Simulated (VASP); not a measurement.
# Si2Mo (fluorite type) (Fm-3m) in VASP: further runs

Si2Mo (fluorite type) is run at these levels: PBE; tasks: density of states.

Program: VASP 6.6.1. These are calculated values, not measurements. Logs are shortened: lines on timing, memory, paths and dates and some standing lists are left out, and cuts for length are marked.

## 1. The cell of the first run

The structure is cubic, space group Fm-3m (No. 225). The conventional cell has a = 5.435 Å, b = 5.435 Å, c = 5.435 Å, α = 90.00°, β = 90.00°, γ = 90.00°. Within 3.1 Å of Mo (site symmetry m-3m) lie 8 Si at 2.35 Å. Within 3.1 Å of Si (site symmetry -43m) lie 4 Mo at 2.35 Å and 6 Si at 2.72 Å.

## 2. Density of states, PBE (volume scaled by 0.8)

File POSCAR:

```
Si2Mo
1.0
    0.0000000000      2.7177254361      2.7177254361
    2.7177254361      0.0000000000      2.7177254361
    2.7177254361      2.7177254361      0.0000000000
Mo Si
1 2
Direct
    0.0000000000      0.0000000000      0.0000000000
    0.2500000000      0.2500000000      0.2500000000
    0.7500000000      0.7500000000      0.7500000000
```

File INCAR.step1:

```
PREC = Accurate
ENCUT = 520
EDIFF = 1E-7
ISMEAR = -1
SIGMA = 0.05
LREAL = F
LASPH = T
NELM = 60
ALGO = Normal
ISIF = 2
LWAVE = F
LCHARG = T
LMAXMIX = 4
GGA = PE
NBANDS = 18
```

File KPOINTS.step1:

```
regular mesh
0
Gamma
  10 10 10
```

File INCAR.step2:

```
PREC = Accurate
ENCUT = 520
EDIFF = 1E-7
ISMEAR = -5
SIGMA = 0.05
LREAL = F
LASPH = T
NELM = 60
ALGO = Normal
ISIF = 2
LWAVE = F
LCHARG = F
LMAXMIX = 4
GGA = PE
LORBIT = 11
NEDOS = 1001
ICHARG = 11
```

File KPOINTS.step2:

```
regular mesh
0
Gamma
  15 15 15
```

Potentials or basis: VASP PAW PBE potentials, release 64 (Mo_sv, Si).

The run is started by

```bash
$ cat potpaw_PBE.64/Mo_sv/POTCAR potpaw_PBE.64/Si/POTCAR > POTCAR
$ cp INCAR.step1 INCAR
$ cp KPOINTS.step1 KPOINTS
$ mpirun -np 1 vasp_std > vasp.out
$ cp INCAR.step2 INCAR
$ cp KPOINTS.step2 KPOINTS
$ mpirun -np 1 vasp_std > vasp.out
```

OUTCAR:

```text
PREC = Accurate
   ENCUT = 520
   EDIFF = 1E-7
   ISMEAR = -5
   LREAL = F
   LASPH = T
   NELM = 60
   ISIF = 2
   GGA = PE
   LORBIT = 11
   ICHARG = 11

 ion  position               nearest neighbor table
   1  0.000  0.000  0.000-   3 2.35   3 2.35   2 2.35   2 2.35   3 2.35   2 2.35   3 2.35   2 2.35

   2  0.250  0.250  0.250-   1 2.35   1 2.35   1 2.35   1 2.35   3 2.72   3 2.72   3 2.72   3 2.72
                             3 2.72   3 2.72
   3  0.750  0.750  0.750-   1 2.35   1 2.35   1 2.35   1 2.35   2 2.72   2 2.72   2 2.72   2 2.72
                             2 2.72   2 2.72

  LATTYP: Found a face centered cubic cell.
 ALAT       =     5.4354508722

  Lattice vectors:

 A1 = (   0.0000000000,   2.7177254361,   2.7177254361)
 A2 = (   2.7177254361,   0.0000000000,   2.7177254361)
 A3 = (   2.7177254361,   2.7177254361,   0.0000000000)

Analysis of symmetry for initial positions (statically):
=====================================================================
 Subroutine PRICEL returns:
 Original cell was already a primitive cell.

 Routine SETGRP: Setting up the symmetry group for a
 face centered cubic supercell.

 Subroutine GETGRP returns: Found 48 space group operations
 (whereof 48 operations were pure point group operations)
 out of a pool of 48 trial point group operations.

The static configuration has the point symmetry O_h .

Analysis of symmetry for dynamics (positions and initial velocities):
=====================================================================
 Subroutine PRICEL returns:
 Original cell was already a primitive cell.

 Routine SETGRP: Setting up the symmetry group for a
 face centered cubic supercell.

 Subroutine GETGRP returns: Found 48 space group operations
 (whereof 48 operations were pure point group operations)
 out of a pool of 48 trial point group operations.

The dynamic configuration has the point symmetry O_h .

 Subroutine INISYM returns: Found 48 space group operations
 (whereof 48 operations are pure point group operations),
 and found     1 'primitive' translations

----------------------------------------------------------------------------------------

                                     Primitive cell

  volume of cell :      40.1464

  direct lattice vectors                    reciprocal lattice vectors
     0.000000000  2.717725436  2.717725436    -0.183977378  0.183977378  0.183977378
     2.717725436  0.000000000  2.717725436     0.183977378 -0.183977378  0.183977378
[... 111 lines left out ...]
  Fermi-wavevector in a.u.,A,eV,Ry     =   1.339677  2.531623 24.418850  1.794735
  Thomas-Fermi vector in A             =   2.468050
   LORBIT       =     11    0 simple, 1 ext, 2 COOP (PROOUT), +10 PAW based schemes
   GGA     = PE    functional components
   LHFCALC =     F    Hartree Fock is set to
   AEXX    =    0.0000 exact exchange contribution
   IVDW    =     0    specifies the selected vdW correction
   LEPSILON=     F    determine dielectric tensor
   LRPA    =     F    only Hartree local field effects (RPA)
 non-spin polarized calculation
 Fermi weights with tetrahedron method with Bloechl corrections
  energy-cutoff  :      520.00
  volume of cell :       40.15
 maximum number of plane-waves:      1103
 NGX is ok and might be reduce to    30

 number of electron      21.9999998 magnetization

 Free energy of the ion-electron system (eV)
  ---------------------------------------------------
  ext. energy  EPLUGINS =         0.00000000
  ---------------------------------------------------
  free energy    TOTEN  =       -19.54917114 eV

  energy without entropy =      -19.54917114  energy(sigma->0) =      -19.54917114

 E-fermi :  12.1844     XC(G=0): -12.1892

 val. band max:       12.2109847787   @ k =   0.3333   0.1333   0.0000
 cond. band min:      12.1005788631   @ k =   0.4667   0.1333   0.0000
 fundamental gap:     -0.1104059156
 Fermi energy:        12.1844168085

 k-point     1 :       0.0000    0.0000    0.0000
  band No.  band energies     occupation
      1     -47.8750      2.00000
      2     -22.2432      2.00000
      3     -22.2432      2.00000
      4     -22.2432      2.00000
      5      -0.9399      2.00000
      6       6.5743      2.00000
      7       6.5743      2.00000
      8       6.5743      2.00000
      9      10.3773      2.00000
     10      10.3773      2.00000
     11      11.0914      2.00000
     12      16.0203      0.00000
     13      16.0203      0.00000
     14      16.0203      0.00000
[... 401 lines left out ...]
      2     -22.2751      2.00000
      3     -22.2533      2.00000
      4     -22.2526      2.00000
      5      -0.2663      2.00000
      6       5.4808      2.00000
      7       6.8895      2.00000
      8       6.8963      2.00000
      9       9.1392      2.00000
     10      10.6791      2.00000
     11      13.0021     -0.02771
     12      14.7666      0.00000
     13      15.3197      0.00000
     14      15.9736      0.00000
     15      16.4915      0.00000

 [... further k-points ...]

------------------------ aborting loop because EDIFF is reached ----------------------------------------

  FORCE on cell =-STRESS in cart. coord.  units (eV):
  Direction    XX          YY          ZZ          XY          YZ          ZX
  --------------------------------------------------------------------------------------
  -------------------------------------------------------------------------------------
  Total       11.9351827     11.9351827     11.9351827     -0.0000000      0.0000000     -0.0000000
  in kB      476.3135337    476.3135337    476.3135337     -0.0000000      0.0000000     -0.0000000
  external PRESSURE =     476.3135337 kB  Pullay stress =       0.0000000 kB

 VOLUME and BASIS-vectors are now :
 -----------------------------------------------------------------------------
  energy-cutoff  :      520.00
  volume of cell :       40.15
      direct lattice vectors                 reciprocal lattice vectors
     0.000000000  2.717725436  2.717725436    -0.183977378  0.183977378  0.183977378
     2.717725436  0.000000000  2.717725436     0.183977378 -0.183977378  0.183977378
     2.717725436  2.717725436  0.000000000     0.183977378  0.183977378 -0.183977378

 POSITION                                       TOTAL-FORCE (eV/Angst)
 -----------------------------------------------------------------------------------
      0.00000      0.00000      0.00000        -0.000000     -0.000000     -0.000000
      1.35886      1.35886      1.35886         0.000000      0.000000      0.000000
      4.07659      4.07659      4.07659        -0.000000     -0.000000      0.000000
 -----------------------------------------------------------------------------------
    total drift:                                0.000000     -0.000000     -0.000000

  FREE ENERGIE OF THE ION-ELECTRON SYSTEM (eV)
  ---------------------------------------------------
  free  energy   TOTEN  =       -19.5491711350 eV

  energy  without entropy=      -19.5491711350  energy(sigma->0) =      -19.54917114

 total charge

# of ion       s       p       d       tot
------------------------------------------
    1        2.439   6.203   4.838  13.480
    2        0.767   0.936   0.000   1.703
    3        0.767   0.936   0.000   1.703
--------------------------------------------------
tot          3.972   8.076   4.838  16.887
```

OUTCAR.step1:

```text
PREC = Accurate
   ENCUT = 520
   EDIFF = 1E-7
   ISMEAR = -1
   LREAL = F
   LASPH = T
[... 731 lines left out ...]
      0.00000      0.00000      0.00000         0.000000     -0.000000      0.000000
      1.35886      1.35886      1.35886         0.000000     -0.000000     -0.000000
      4.07659      4.07659      4.07659        -0.000000      0.000000      0.000000
 -----------------------------------------------------------------------------------
    total drift:                                0.000000     -0.000000     -0.000000

  FREE ENERGIE OF THE ION-ELECTRON SYSTEM (eV)
  ---------------------------------------------------
  free  energy   TOTEN  =       -19.5692192678 eV

  energy  without entropy=      -19.5538452193  energy(sigma->0) =      -19.56153224
```

OSZICAR.step1:

```text
N       E                     dE             d eps       ncg     rms          rms(c)
DAV:   1     0.129370950749E+03    0.12937E+03   -0.11375E+04  1692   0.117E+03
DAV:   2    -0.167551914838E+02   -0.14613E+03   -0.14282E+03  1984   0.305E+02
DAV:   3    -0.198523646925E+02   -0.30972E+01   -0.30608E+01  2094   0.398E+01
DAV:   4    -0.198708210641E+02   -0.18456E-01   -0.18447E-01  2080   0.340E+00
DAV:   5    -0.198709625524E+02   -0.14149E-03   -0.14148E-03  2052   0.304E-01    0.278E+01
DAV:   6    -0.196492501485E+02    0.22171E+00   -0.80404E-01  1892   0.664E+00    0.120E+01
DAV:   7    -0.195869718907E+02    0.62278E-01   -0.18809E-01  1888   0.250E+00    0.591E+00
DAV:   8    -0.195687706953E+02    0.18201E-01   -0.52390E-02  1892   0.184E+00    0.286E-01
DAV:   9    -0.195691100987E+02   -0.33940E-03   -0.13619E-03  2048   0.249E-01    0.198E-01
DAV:  10    -0.195692184841E+02   -0.10839E-03   -0.20843E-04  1806   0.116E-01    0.185E-02
DAV:  11    -0.195692187674E+02   -0.28336E-06   -0.15289E-05  2066   0.349E-02    0.597E-03
DAV:  12    -0.195692190795E+02   -0.31210E-06   -0.31341E-06  1838   0.980E-03    0.154E-03
DAV:  13    -0.195692192104E+02   -0.13087E-06   -0.56550E-08  1512   0.161E-03    0.113E-03
DAV:  14    -0.195692192678E+02   -0.57364E-07   -0.37211E-08  1248   0.112E-03
   1 F= -.19569219E+02 E0= -.19561532E+02  d E =-.153740E-01
```

Run time: 34 s. Hardware: 1 thread of AMD EPYC 9R45 (Zen 5), shared host; peak memory 0.18 GiB.

Results:

* Valence electrons inside the program's atomic spheres: Mo 13.48; Si 1.70

Caveat: the cell differs from its parent crystal (volume scaled by 0.8); tetrahedron occupations give inexact forces and stress in metals.

## 3. Density of states, PBE

This run uses another cell than the first one, of 16.73 Å³/atom, 1.250 times its volume.

File POSCAR:

```
Si2Mo
1.0
    0.0000000000      2.9275809788      2.9275809788
    2.9275809788      0.0000000000      2.9275809788
    2.9275809788      2.9275809788      0.0000000000
Mo Si
1 2
Direct
    0.0000000000      0.0000000000      0.0000000000
    0.2500000000      0.2500000000      0.2500000000
    0.7500000000      0.7500000000      0.7500000000
```

File INCAR.step1:

```
ALGO = Normal
EDIFF = 1E-7
ENCUT = 520
GGA = PE
ISIF = 2
ISMEAR = -1
LASPH = True
LCHARG = True
LMAXMIX = 4
LREAL = False
LWAVE = False
NBANDS = 18
NELM = 100
PREC = Accurate
SIGMA = 0.05
```

File KPOINTS.step1:

```
k-points
0
Gamma
  10 10 10
```

File INCAR.step2:

```
ALGO = Normal
EDIFF = 1E-7
ENCUT = 520
GGA = PE
ICHARG = 11
ISIF = 2
ISMEAR = -5
LASPH = True
LCHARG = False
LMAXMIX = 4
LORBIT = 11
LREAL = False
LWAVE = False
NEDOS = 2001
NELM = 100
PREC = Accurate
SIGMA = 0.05
```

File KPOINTS.step2:

```
k-points
0
Gamma
  15 15 15
```

Potentials or basis: VASP PAW PBE potentials, release 64 (Mo_sv, Si).

The run is started by

```bash
$ cat potpaw_PBE.64/Mo_sv/POTCAR potpaw_PBE.64/Si/POTCAR > POTCAR
$ cp INCAR.step1 INCAR
$ cp KPOINTS.step1 KPOINTS
$ mpirun -np 1 vasp_std > vasp.out
$ cp INCAR.step2 INCAR
$ cp KPOINTS.step2 KPOINTS
$ mpirun -np 1 vasp_std > vasp.out
```

Wall time 38 s (1 thread of AMD EPYC 9R45 (Zen 5), shared host); peak memory 0.2 GiB.

Results (log left out):

```
Valence electrons inside the program's atomic spheres : Mo 12.79; Si 1.58
```

Levels at points of the mesh, in eV from the Fermi level:
| k point | band 7 | band 8 | band 9 | band 10 | band 11 | band 12 | band 13 | band 14 | band 15 |
| --- | --- | --- | --- | --- | --- | --- | --- | --- | --- |
| (0.00, 0.00, 0.00) | -4.43 | -4.43 | -2.31 | -1.08 | -1.08 | 3.79 | 3.79 | 3.79 | 4.66 |

Caveat: tetrahedron occupations give inexact forces and stress in metals.
